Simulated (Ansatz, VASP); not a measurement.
**Si: VASP beside Ansatz**

```
Si
1.0
     0.08146    2.75620    2.75620
     2.75620    0.08146    2.75620
     2.75620    2.75620    0.08146
Si
2
Direct
  0.50000 0.50000 0.50000
  0.75000 0.75000 0.75000
```

Change from the starting cell: equal xy, yz and zx shear strains of +3 %, PAW files.

Alike in both runs: task electric field gradients; functional LDA; k mesh 11 × 11 × 11; occupations fermi-dirac, width 0.08 eV; no spin polarisation.

|  | VASP | Ansatz |
| --- | --- | --- |
| version | VASP 6.6.1 | Ansatz 0.2.0 |
| potentials or method | VASP PAW LDA potentials, release 64 (Si) | PAW with Ansatz's default frozen-core files, scalar-relativistic |
| plane-wave cutoff (eV) | 520 | 420 |
| valence electrons in the cell | 8 | 8 |

```tsv
	VASP	Ansatz	Ansatz less VASP
pressure (GPa)	-1.2	-1.2	-0.04
traceless stress, the component that is largest in VASP (GPa)	-2.85	-2.83	+0.019
rms of the force components (eV/Å)	0.239	0.239	-0.0005
size of Vzz on the site where it differs most (V/Å²)	12.2	11.7	-0.49
```

LDA's correlation is that of Perdew and Zunger in VASP and of Perdew and Wang (1992) in Ansatz. Atom by atom the forces differ by 0.000 eV/Å (rms over components).
